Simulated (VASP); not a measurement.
The system is KI.

```
K I
1.0
     4.29109    0.00000    0.00000
     0.00000    4.29109    0.00000
     0.00000    0.00000    4.29109
K I
1 1
Direct
  0.00000 0.00000 0.00000
  0.50000 0.50000 0.50000
```

Program: VASP 6.6.1. Alike in all runs: task single point; potentials or basis VASP PAW PBE potentials, release 64 (K_sv, I); no spin polarisation; cell as given; k mesh 4 × 4 × 4; cutoff (eV) 520; smearing gaussian 0.01 eV. Hardware: 1 thread of Intel(R) Xeon(R) Platinum 8375C CPU @ 2.90GHz (Ice Lake), on a shared host.

Question: Order these runs on this cell by their wall time, lowest first.
A. level r2SCAN
B. level PBE
C. level HSE06; grid for exact exchange (PRECFOCK) Normal; screening parameter 0.2079 1/Å

Answer: B (8.8 s), A (35 s), C (350 s).
